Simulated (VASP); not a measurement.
Input of a VASP 6.6.1 run:

INCAR

```
SYSTEM = Se
PREC = Accurate ; ENCUT = 520
EDIFF = 1E-6 ; ISMEAR = -1
SIGMA = 0.08 ; LREAL = .FALSE.
LASPH = .TRUE. ; NELM = 60
ALGO = Normal ; ISIF = 2
LWAVE = .FALSE. ; LCHARG = .TRUE.
GGA = PE ; LELF = .TRUE.
LVHAR = .TRUE. ; NBANDS = 13
```

File KPOINTS:

```
Automatic mesh
0
G
  14 14 8
  0 0 0
```

The input POSCAR:

```
Se
1.0
    3.2032695993      0.0000000000      0.0000000000
   -1.6016347997      2.7741128481      0.0000000000
    0.0000000000      0.0000000000      3.8166032083
Se
2
Direct
    0.3333333333      0.6666666667      0.2500000000
    0.6666666667      0.3333333333      0.7500000000
```

Potentials or basis: VASP PAW PBE potentials, release 64 (Se).

Command:

```sh
$ cat potpaw_PBE.64/Se/POTCAR > POTCAR
$ mpirun -np 1 vasp_std > vasp.out
```

**Question.** Estimate the band gap on the k mesh.

**Answer.** Zero (band 6 reaches 9.90 eV, above the bottom of band 7 at 6.06 eV).

**Question.** Predict the pressure.

**Answer.** 26.8 GPa.
